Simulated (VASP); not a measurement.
Here is a VASP 6.6.1 calculation.

File INCAR:

```
PREC = Accurate ; ENCUT = 520
EDIFF = 1E-6 ; ISMEAR = 1
SIGMA = 0.1 ; LREAL = F
LASPH = T ; NELM = 100
ALGO = Normal ; ISIF = 2
LWAVE = F ; LCHARG = T
GGA = CA ; LELF = T
LVHAR = T ; NBANDS = 21
```

KPOINTS

```
regular mesh
0
Gamma
  7 7 7
```

POSCAR

```
Sn
1.0
    0.0000000000      3.2333428000      3.2333428000
    3.2333428000      0.0000000000      3.2333428000
    3.2333428000      3.2333428000      0.0000000000
Sn
2
Direct
    0.7500000000      0.7500000000      0.7500000000
    0.5000000000      0.5000000000      0.5000000000
```

Potentials or basis: VASP PAW LDA potentials, release 64 (Sn_d).

Launch:

```bash
$ cat potpaw_LDA.64/Sn_d/POTCAR > POTCAR
$ mpirun -np 1 vasp_std > vasp.out
```

Predict the band gap on the k mesh.

zero (bands 14 and 15 overlap by 0.14 eV).

What does it give for the pressure?

0.1 GPa.

Caveat: spin-orbit coupling is left out, which moves the levels of the heavy elements.
